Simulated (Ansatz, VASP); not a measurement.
**One calculation of SnTe, two programs**

INCAR

```
PREC = Accurate
ENCUT = 500
EDIFF = 1E-6
ISMEAR = -1
SIGMA = 0.02
LREAL = False
LASPH = True
NELM = 120
ALGO = Normal
ISIF = 2
LWAVE = False
LCHARG = False
GGA = PE
NBANDS = 17
GGA_COMPAT = False
```

File KPOINTS:

```
Automatic mesh
0
Gamma
  6 6 6
```

Contents of POSCAR:

```
SnTe
1.0
    0.0000000000      3.1747876662      3.1747876662
    3.1747876662      0.0000000000      3.1747876662
    3.1747876662      3.1747876662      0.0000000000
Sn Te
1 1
Direct
    0.0000000000      0.0000000000      0.0000000000
    0.5000000000      0.5000000000      0.5000000000
```

Input for Ansatz:

```yaml
crystal:
  lattice:
    - [0.0, 3.1747876662, 3.1747876662]
    - [3.1747876662, 0.0, 3.1747876662]
    - [3.1747876662, 3.1747876662, 0.0]
  atoms:
    - { symbol: Sn, position: [0.0, 0.0, 0.0] }
    - { symbol: Te, position: [0.5, 0.5, 0.5] }
kpoints:
  mp_grid: { grid: [6, 6, 6] }
hamiltonian:
  xc: pbe
scf:
  occupations: { method: fermi_dirac, width: 0.02 }
  n_extra_bands: 4
output:
  forces: true
  stress: true
  eigenvalues: true
```

Alike in both runs: task single point; functional PBE; k mesh 6 × 6 × 6; occupations fermi-dirac, width 0.02 eV; no spin polarisation.

```csv
,VASP,Ansatz
version,VASP 6.6.1,Ansatz 0.2.0
potentials or method,"VASP PAW PBE potentials, release 64 (Sn_d, Te)","plane waves, PAW"
plane-wave cutoff (eV),500,420
valence electrons in the cell,20,30
```

```csv
,VASP,Ansatz,Ansatz less VASP
pressure (GPa),1.1,1.2,+0.07
```

With one functional, cell and mesh, what is left measures potentials, basis and numerics. VASP's potentials hold 20 valence electrons a cell and Ansatz's 30, so a difference there can come from the potentials and not from the codes.

Neither program's run includes spin-orbit coupling.
